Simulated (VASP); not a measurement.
# BPd4 (Pmm2) in VASP: a series of runs

BPd4 is run at these levels: PBE; tasks: single point.

All numbers are computed with VASP 6.6.1; they aren't measurements. Logs are shortened: lines on timing, memory, paths and dates and some standing lists are left out, and cuts for length are marked.

## (1) The cell of the first run

Symmetry: Pmm2, No. 25, orthorhombic system. Conventional cell: a = 2.882 Å, b = 4.350 Å, c = 5.837 Å, α = 90.00°, β = 90.00°, γ = 90.00°. B (site symmetry mm2) has 5 Pd at 1.95 to 2.18 Å within 2.6 Å. Within 3.1 Å of Pd (site symmetry mm2) lie 2 B at 2.18 Å and 10 Pd at 2.88 to 3.06 Å. Pd (site symmetry mm2) has 12 Pd at 2.72 to 3.46 Å within 3.6 Å. Within 3.0 Å of Pd (site symmetry mm2) lie 2 B at 2.03 Å and 10 Pd at 2.76 to 2.98 Å. Pd (site symmetry mm2) has 1 B at 1.95 Å within 2.6 Å.

## (2) Single point, PBE

The input, INCAR:

```
ALGO = Normal
EDIFF = 1E-6
ENCUT = 520
GGA = PE
ISIF = 2
ISMEAR = 0
LASPH = True
LCHARG = True
LELF = True
LREAL = False
LVHAR = True
LWAVE = False
NBANDS = 30
NELM = 80
PREC = Accurate
SIGMA = 0.1
```

The input, KPOINTS:

```
k-points
0
Gamma
  6 4 4
```

The input, POSCAR:

```
BPd4
1.0
    2.8823575571      0.0000000000      0.0000000000
    0.0000000000      4.3504089981      0.0000000000
    0.0000000000      0.0000000000      5.8367285159
B Pd
1 4
Direct
    0.5000000000      0.0000000000      0.8632270000
    0.5000000000      0.5000000000      0.8675610000
    0.0000000000      0.5000000000      0.3291640000
    0.0000000000      0.0000000000      0.6194700000
    0.5000000000      0.0000000000      0.1975780000
```

Potentials or basis: VASP PAW PBE potentials, release 64 (B, Pd).

Launch:

```sh
$ cat potpaw_PBE.64/B/POTCAR potpaw_PBE.64/Pd/POTCAR > POTCAR
$ mpirun -np 1 vasp_std > vasp.out
```

OUTCAR:

```text
EDIFF = 1E-6
   ENCUT = 520
   GGA = PE
   ISIF = 2
   ISMEAR = 0
   LASPH = True
   LREAL = False
   NELM = 80
   PREC = Accurate

 ion  position               nearest neighbor table
   1  0.500  0.000  0.863-   5 1.95   4 2.03   4 2.03   2 2.18   2 2.18
   2  0.500  0.500  0.868-   1 2.18   1 2.18   5 2.91   5 2.91   4 2.98   4 2.98   4 2.98   4 2.98
                             3 3.06   3 3.06
   3  0.000  0.500  0.329-   5 2.72   5 2.72   5 2.72   5 2.72   4 2.76   4 2.76   2 3.06   2 3.06

   4  0.000  0.000  0.619-   1 2.03   1 2.03   3 2.76   3 2.76   5 2.85   5 2.85   2 2.98   2 2.98
                             2 2.98   2 2.98
   5  0.500  0.000  0.198-   1 1.95   3 2.72   3 2.72   3 2.72   3 2.72   4 2.85   4 2.85   2 2.91
                             2 2.91

  LATTYP: Found a simple orthorhombic cell.
 ALAT       =     2.8823575571
 B/A-ratio  =     1.5093231537
 C/A-ratio  =     2.0249842014

  Lattice vectors:

 A1 = (   2.8823575571,   0.0000000000,   0.0000000000)
 A2 = (   0.0000000000,   4.3504089981,   0.0000000000)
 A3 = (   0.0000000000,   0.0000000000,   5.8367285159)

Analysis of symmetry for initial positions (statically):
=====================================================================
 Subroutine PRICEL returns:
 Original cell was already a primitive cell.

 Routine SETGRP: Setting up the symmetry group for a
 simple orthorhombic supercell.

 Subroutine GETGRP returns: Found  4 space group operations
 (whereof  4 operations were pure point group operations)
 out of a pool of  8 trial point group operations.

The static configuration has the point symmetry C_2v.

Analysis of symmetry for dynamics (positions and initial velocities):
=====================================================================
 Subroutine PRICEL returns:
 Original cell was already a primitive cell.

 Routine SETGRP: Setting up the symmetry group for a
 simple orthorhombic supercell.

 Subroutine GETGRP returns: Found  4 space group operations
 (whereof  4 operations were pure point group operations)
 out of a pool of  8 trial point group operations.

The dynamic configuration has the point symmetry C_2v.

 Subroutine INISYM returns: Found  4 space group operations
 (whereof  4 operations are pure point group operations),
 and found     1 'primitive' translations

----------------------------------------------------------------------------------------

                                     Primitive cell

  volume of cell :      73.1893

  direct lattice vectors                    reciprocal lattice vectors
     2.882357557  0.000000000  0.000000000     0.346938220  0.000000000  0.000000000
     0.000000000  4.350408998  0.000000000     0.000000000  0.229863445  0.000000000
     0.000000000  0.000000000  5.836728516     0.000000000  0.000000000  0.171328853

  length of vectors
     2.882357557  4.350408998  5.836728516     0.346938220  0.229863445  0.171328853

  position of ions in fractional coordinates (direct lattice)
     0.500000000  0.000000000  0.863227000
     0.500000000  0.500000000  0.867561000
     0.000000000  0.500000000  0.329164000
     0.000000000  0.000000000  0.619470000
     0.500000000  0.000000000  0.197578000

  ion indices of the primitive-cell ions
   primitive index   ion index
                 1           1
                 2           2
                 3           3
                 4           4
                 5           5

----------------------------------------------------------------------------------------

 KPOINTS: k-points

Automatic generation of k-mesh.
 Grid dimensions read from file:
 generate k-points for:    6    4    4

 Generating k-lattice:

  Cartesian coordinates                     Fractional coordinates (reciprocal lattice)
     0.057823037  0.000000000  0.000000000     0.166666667  0.000000000  0.000000000
     0.000000000  0.057465861  0.000000000     0.000000000  0.250000000  0.000000000
     0.000000000  0.000000000  0.042832213     0.000000000  0.000000000  0.250000000

  Length of vectors
     0.057823037  0.057465861  0.042832213

  Shift w.r.t. Gamma in fractional coordinates (k-lattice)
     0.000000000  0.000000000  0.000000000

 Subroutine IBZKPT returns following result:
 ===========================================

 Found     36 irreducible k-points:

 Following reciprocal coordinates:
            Coordinates               Weight
  0.000000  0.000000  0.000000      1.000000
  0.166667  0.000000  0.000000      2.000000
  0.333333  0.000000  0.000000      2.000000
  0.500000  0.000000  0.000000      1.000000
  0.000000  0.250000  0.000000      2.000000
  0.166667  0.250000  0.000000      4.000000
[... 16 lines left out ...]
  0.333333  0.500000  0.250000      4.000000
  0.500000  0.500000  0.250000      2.000000
 [... further k-points ...]
   k-points           NKPTS =     36   k-points in BZ     NKDIM =     36   number of bands    NBANDS=     30
   number of dos      NEDOS =    301   number of ions     NIONS =      5
   total plane-waves  NPLWV =  36864
   dimension x,y,z NGX =    24 NGY =   32 NGZ =   48
   dimension x,y,z NGXF=    48 NGYF=   64 NGZF=   96
   ions per type =               1   4
   NGX,Y,Z   is equivalent  to a cutoff of  13.84, 12.23, 13.67 a.u.
   NGXF,Y,Z  is equivalent  to a cutoff of  27.68, 24.46, 27.34 a.u.
 SYSTEM =  unknown system
   PREC   = accura    normal or accurate (medium, high low for compatibility)
   ISTART =      0    job   : 0-new  1-cont  2-samecut
   ICHARG =      2    charge: 1-file 2-atom 10-const
   ISPIN  =      1    spin polarized calculation?
   LNONCOLLINEAR =      F non collinear calculations
   LSORBIT =      F    spin-orbit coupling
   LASPH  =      T    aspherical Exc in radial PAW
   ENCUT  =  520.0 eV  38.22 Ry    6.18 a.u.   5.36  8.09 10.85*2*pi/ulx,y,z
   NELM   =     80;   NELMIN=  2; NELMDL= -5     # of ELM steps
   EDIFF  = 0.1E-05   stopping-criterion for ELM
   LREAL  =      F    real-space projection
   EDIFFG = 0.1E-04   stopping-criterion for IOM
   NSW    =      0    number of steps for IOM
   IBRION =     -1    ionic relax: 0-MD 1-quasi-New 2-CG
   NFREE  =      0    steps in history (QN), initial steepest desc. (CG)
   ISIF   =      2    stress and relaxation
   ISYM   =      2    0-nonsym 1-usesym 2-fastsym
   POTIM  = 0.5000    time-step for ionic-motion
   TEBEG  =    0.0;   TEEND  =   0.0 temperature during run
   PSTRESS=    0.0 pullay stress
   NELECT =      43.0000    total number of electrons
   NUPDOWN=      -1.0000    fix difference up-down
   EMIN   =  10.00;   EMAX   =-10.00  energy-range for DOS
   EFERMI =   0.00;   METHOD = LEGACY
   ISMEAR =     0;   SIGMA  =   0.10  broadening in eV -4-tet -1-fermi 0-gaus
   EFERMI_NEDOS =   21; number of points for ismear=-14 and -15
   IALGO  =     38    algorithm
   IMIX   =      4    mixing-type and parameters
     AMIX     =   0.40;   BMIX     =  1.00
     AMIX_MAG =   1.60;   BMIX_MAG =  1.00
  volume/ion in A,a.u.               =      14.64        98.78
  Fermi-wavevector in a.u.,A,eV,Ry     =   1.371140  2.591079 25.579296  1.880025
  Thomas-Fermi vector in A             =   2.496864
   LORBIT       =      0    0 simple, 1 ext, 2 COOP (PROOUT), +10 PAW based schemes
   GGA     = PE    functional components
   LHFCALC =     F    Hartree Fock is set to
   AEXX    =    0.0000 exact exchange contribution
   IVDW    =     0    specifies the selected vdW correction
   LEPSILON=     F    determine dielectric tensor
   LRPA    =     F    only Hartree local field effects (RPA)
 non-spin polarized calculation
 Gauss-broadening in eV      SIGMA  =   0.10
  energy-cutoff  :      520.00
  volume of cell :       73.19
 maximum number of plane-waves:      1996
 NGX is ok and might be reduce to    24
   NGX = 11   NGY = 17   NGZ = 21

 number of electron      42.9999995 magnetization

 Free energy of the ion-electron system (eV)
  ---------------------------------------------------
  ext. energy  EPLUGINS =         0.00000000
  ---------------------------------------------------
  free energy    TOTEN  =       -27.54268417 eV

  energy without entropy =      -27.53159204  energy(sigma->0) =      -27.53713811

 E-fermi :   8.1499     XC(G=0): -12.3667

 val. band max:        8.1464565298   @ k =   0.0000   0.2500   0.2500
 cond. band min:       8.1780957884   @ k =   0.5000   0.0000   0.5000
 fundamental gap:      0.0316392586
 Fermi energy:         8.1499235909

 k-point     1 :       0.0000    0.0000    0.0000
  band No.  band energies     occupation
      1      -1.3693      2.00000
      2       2.6591      2.00000
      3       2.8599      2.00000
      4       3.5569      2.00000
      5       3.5872      2.00000
      6       4.1494      2.00000
[... 22 lines left out ...]
     29      16.9634      0.00000
     30      18.0356      0.00000

 k-point     2 :       0.1667    0.0000    0.0000
  band No.  band energies     occupation
      1      -1.0233      2.00000
      2       2.8608      2.00000
      3       3.2864      2.00000
      4       3.6301      2.00000
      5       3.7752      2.00000
      6       4.1164      2.00000
[... 22 lines left out ...]
     29      17.3174      0.00000
     30      18.5103      0.00000

 k-point     3 :       0.3333    0.0000    0.0000
  band No.  band energies     occupation
      1      -0.2816      2.00000
      2       2.7273      2.00000
      3       3.6745      2.00000
      4       3.7111      2.00000
      5       4.0039      2.00000
      6       4.0235      2.00000
[... 22 lines left out ...]
     29      16.3391      0.00000
     30      18.2300      0.00000

 k-point     4 :       0.5000    0.0000    0.0000
  band No.  band energies     occupation
      1       0.0972      2.00000
      2       3.0260      2.00000
      3       3.3590      2.00000
      4       3.5849      2.00000
      5       3.5943      2.00000
      6       3.9668      2.00000
[... 22 lines left out ...]
     29      16.3595      0.00000
     30      17.4648      0.00000

 k-point     5 :       0.0000    0.2500    0.0000
  band No.  band energies     occupation
      1      -0.9834      2.00000
      2       2.6398      2.00000
      3       2.8085      2.00000
      4       3.2397      2.00000
      5       3.7968      2.00000
      6       4.1611      2.00000
[... 22 lines left out ...]
     29      18.5593      0.00000
     30      19.9193      0.00000
[... 526 lines left out ...]
     29      18.4010      0.00000
     30      20.3678      0.00000

 k-point    22 :       0.1667    0.5000    0.2500
  band No.  band energies     occupation
      1       0.0223      2.00000
      2       2.3350      2.00000
      3       2.6066      2.00000
      4       3.6575      2.00000
      5       3.9553      2.00000
      6       4.3065      2.00000
[... 22 lines left out ...]
     29      18.1825      0.00000
     30      20.6428      0.00000

 k-point    23 :       0.3333    0.5000    0.2500
  band No.  band energies     occupation
      1       0.6037      2.00000
      2       2.5459      2.00000
      3       2.5784      2.00000
      4       3.3821      2.00000
      5       3.7963      2.00000
      6       4.2911      2.00000
[... 22 lines left out ...]
     29      17.0778      0.00000
     30      18.0155      0.00000

 k-point    24 :       0.5000    0.5000    0.2500
  band No.  band energies     occupation
      1       0.8806      2.00000
      2       2.3980      2.00000
      3       2.6235      2.00000
      4       3.1975      2.00000
      5       3.6599      2.00000
      6       4.1556      2.00000
[... 22 lines left out ...]
     29      16.5955      0.00000
     30      17.7891      0.00000

 [... further k-points ...]

------------------------ aborting loop because EDIFF is reached ----------------------------------------

  FORCE on cell =-STRESS in cart. coord.  units (eV):
  Direction    XX          YY          ZZ          XY          YZ          ZX
  --------------------------------------------------------------------------------------
  -------------------------------------------------------------------------------------
  Total       -0.3389984      0.4814814      0.2680094      0.0000000      0.0000000      0.0000000
  in kB       -7.4209729     10.5400491      5.8669613      0.0000000      0.0000000      0.0000000
  external PRESSURE =       2.9953458 kB  Pullay stress =       0.0000000 kB

 VOLUME and BASIS-vectors are now :
 -----------------------------------------------------------------------------
  energy-cutoff  :      520.00
  volume of cell :       73.19
      direct lattice vectors                 reciprocal lattice vectors
     2.882357557  0.000000000  0.000000000     0.346938220  0.000000000  0.000000000
     0.000000000  4.350408998  0.000000000     0.000000000  0.229863445  0.000000000
     0.000000000  0.000000000  5.836728516     0.000000000  0.000000000  0.171328853

 POSITION                                       TOTAL-FORCE (eV/Angst)
 -----------------------------------------------------------------------------------
      1.44118      0.00000      5.03842         0.000000      0.000000      0.127688
      1.44118      2.17520      5.06372         0.000000      0.000000      0.126718
      0.00000      2.17520      1.92124         0.000000      0.000000      0.004106
      0.00000      0.00000      3.61568         0.000000      0.000000     -0.080313
      1.44118      0.00000      1.15321         0.000000      0.000000     -0.178199
 -----------------------------------------------------------------------------------
    total drift:                                0.000000     -0.000000     -0.000267

  FREE ENERGIE OF THE ION-ELECTRON SYSTEM (eV)
  ---------------------------------------------------
  free  energy   TOTEN  =       -27.5426841709 eV

  energy  without entropy=      -27.5315920423  energy(sigma->0) =      -27.53713811
```

It took 1.9 min on 1 thread of AMD EPYC 7R13, shared host; peak memory 0.19 GiB.

What came out:

```
Free energy            : -27.5427 eV
Pressure               : 0.3 GPa
Largest force          : 0.178 eV/Å
Band gap on the k mesh : zero (an odd number of electrons rules out a gap without spin polarisation)
```

Forces in eV/Å, atoms in the order of the input:
```
B    0.000  0.000  0.128
Pd   0.000  0.000  0.127
Pd   0.000  0.000  0.004
Pd   0.000  0.000 -0.080
Pd   0.000  0.000 -0.178
```

Stress tensor (GPa, compression positive):
```
-0.74  0.00  0.00
 0.00  1.05  0.00
 0.00  0.00  0.59
```

Caveat: the k points lie up to 0.36 Å⁻¹ apart, too coarse for converged energies and pressures of a metal.

## (3) Single point, PBE

This run uses another cell than the first one, of 14.79 Å³/atom.

The input, INCAR:

```
ALGO = Normal
EDIFF = 1E-6
ENCUT = 520
GGA = PE
ISIF = 2
ISMEAR = 0
LASPH = True
LCHARG = False
LREAL = False
LWAVE = False
NBANDS = 30
NELM = 100
PREC = Accurate
SIGMA = 0.1
```

KPOINTS is that of step 2.

Edit POSCAR of step 2 so:

```diff
@@ -2,5 +2,5 @@
 1.0
-    2.8823575571      0.0000000000      0.0000000000
-    0.0000000000      4.3504089981      0.0000000000
-    0.0000000000      0.0000000000      5.8367285159
+    2.8920299704      0.0000000000      0.0000000000
+    0.0000000000      4.3650077954      0.0000000000
+    0.0000000000      0.0000000000      5.8563150000
 B Pd
```

Potentials or basis: VASP PAW PBE potentials, release 64 (B, Pd).

Launch:

```sh
$ cat potpaw_PBE.64/B/POTCAR potpaw_PBE.64/Pd/POTCAR > POTCAR
$ mpirun -np 1 vasp_std > vasp.out
```

Run time: 1.8 min. Hardware: 1 thread of AMD EPYC 7R13, shared host; peak memory 0.19 GiB.

It converged, with:

- Free energy: -27.5408 eV
- Pressure: -1.3 GPa
- Largest force: 0.226 eV/Å
- Band gap on the k mesh: zero (an odd number of electrons rules out a gap without spin polarisation)

Forces in eV/Å, atoms in the order of the input:
```
B    0.000  0.000  0.117
Pd   0.000  0.000  0.134
Pd   0.000  0.000 -0.009
Pd   0.000  0.000 -0.015
Pd   0.000  0.000 -0.226
```

Stress tensor (GPa, compression positive):
```
-2.12  0.00  0.00
 0.00 -0.64  0.00
 0.00  0.00 -1.05
```

Levels at points of the mesh, in eV from the Fermi level:
```
           k point  band 18  band 19  band 20  band 21  band 22  band 23  band 24  band 25
(0.00, 0.00, 0.00)    -1.35    -1.18    -0.79    -0.51    -0.25     0.09     0.45     5.25
(0.50, 0.00, 0.00)    -0.61    -0.58    -0.28     0.45     0.47     1.80     2.53     3.47
(0.00, 0.50, 0.00)    -1.44    -0.95    -0.85    -0.83    -0.72    -0.41     1.45     2.28
(0.50, 0.50, 0.00)    -0.73    -0.34    -0.02     0.80     1.48     2.34     2.42     3.11
(0.00, 0.00, 0.50)    -1.26    -1.22    -1.07    -0.79     0.08     1.63     1.95     4.55
(0.50, 0.00, 0.50)    -0.59    -0.53    -0.26     0.03     0.57     1.57     2.40     2.87
(0.00, 0.50, 0.50)    -1.13    -0.93    -0.85    -0.78    -0.42    -0.39    -0.09     3.31
(0.50, 0.50, 0.50)    -0.65    -0.59    -0.16    -0.13     1.06     2.25     2.46     2.72
```

Caveat: the k points lie up to 0.36 Å⁻¹ apart, too coarse for converged energies and pressures of a metal.
